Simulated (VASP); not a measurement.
Here is a VASP 6.6.1 calculation.

The input INCAR:

```
PREC = Accurate
ENCUT = 520
EDIFF = 1E-6
ISMEAR = 0
SIGMA = 0.15
LREAL = F
LASPH = T
NELM = 80
ALGO = Fast
ISIF = 2
LWAVE = F
LCHARG = T
GGA = PS
LELF = T
LVHAR = T
NBANDS = 17
```

File KPOINTS:

```
Automatic mesh
0
Gamma
  12 12 14
```

The input POSCAR:

```
Pt
1.0
    0.0002285802     -1.9568084237     -1.9579351143
   -1.9575002794      0.0003414823     -1.9580480164
    1.9649371059      1.9645839565     -3.9238743416
Pt
2
Direct
    0.5000170891      0.4999779750      0.5000037244
   -0.0000170891      0.0000220250     -0.0000037244
```

Potentials or basis: VASP PAW PBE potentials, release 64 (Pt).

Command:

```bash
$ cat potpaw_PBE.64/Pt/POTCAR > POTCAR
$ mpirun -np 1 vasp_std > vasp.out
```

Question: What does it give for the pressure?

Answer: -0.5 GPa.

Question: Estimate the band gap on the k mesh.

Answer: Zero (bands 10 and 11 overlap by 1.95 eV).

Caveat: the PAW data sets were made with another functional, which shifts forces and pressure a little; spin-orbit coupling is left out, which moves the levels of the heavy elements.
